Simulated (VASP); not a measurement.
Set up this calculation in VASP 6.6.1, as the native input.

```
Task                   : single point
Functional             : PBE
Potentials or basis    : VASP PAW PBE potentials, release 64 (Na_pv, H)
Cutoff                 : 520 eV
k mesh                 : 6 × 6 × 2
Occupations            : gaussian, width 0.1 eV
Spin                   : no spin polarisation
Dipole correction      : no
Further INCAR settings : ALGO = Normal; EDIFF = 1e-06; NBANDS = 18
```

The structure of Na2H5 lies in POSCAR:

```
Na2H5
1.0
    2.0967642186     -2.7602277495      0.0000000000
    2.0967642186      2.7602277495      0.0000000000
    0.0000000000      0.0000000000      7.8622700737
Na H
2 5
Direct
    0.0000000000      0.0000000000      0.8399949696
    0.5000000000      0.5000000000      0.2272637742
    0.0000000000      0.5000000000      0.4838355775
    0.5000000000      0.0000000000      0.4838355775
    0.2485132334      0.7514867666      0.4842900225
    0.7514867666      0.2485132334      0.4842900225
    0.0000000000      0.0000000000      0.1346585862
```

One way to write it, as run:

INCAR

```
SYSTEM = Na2H5
PREC = Accurate
ENCUT = 520
EDIFF = 1E-6
ISMEAR = 0
SIGMA = 0.1
LREAL = .FALSE.
LASPH = .TRUE.
NELM = 100
ALGO = Normal
ISIF = 2
LWAVE = .FALSE.
LCHARG = .TRUE.
GGA = PE
LELF = .TRUE.
LVHAR = .TRUE.
NBANDS = 18
```

KPOINTS

```
Automatic mesh
0
G
  6 6 2
  0 0 0
```

Potentials or basis: VASP PAW PBE potentials, release 64 (Na_pv, H).

Command:

```bash
$ cat potpaw_PBE.64/Na_pv/POTCAR potpaw_PBE.64/H/POTCAR > POTCAR
$ mpirun -np 1 vasp_std > vasp.out
```

Results of the run:

The pressure is -0.1 GPa and the largest force is 0.006 eV/Å.

Caveat: the k points lie up to 0.40 Å⁻¹ apart.

It took 54 s on 1 thread of AMD EPYC 7R43 64-Core Processor (Zen 3) (shared host), peak memory 0.17 GiB.
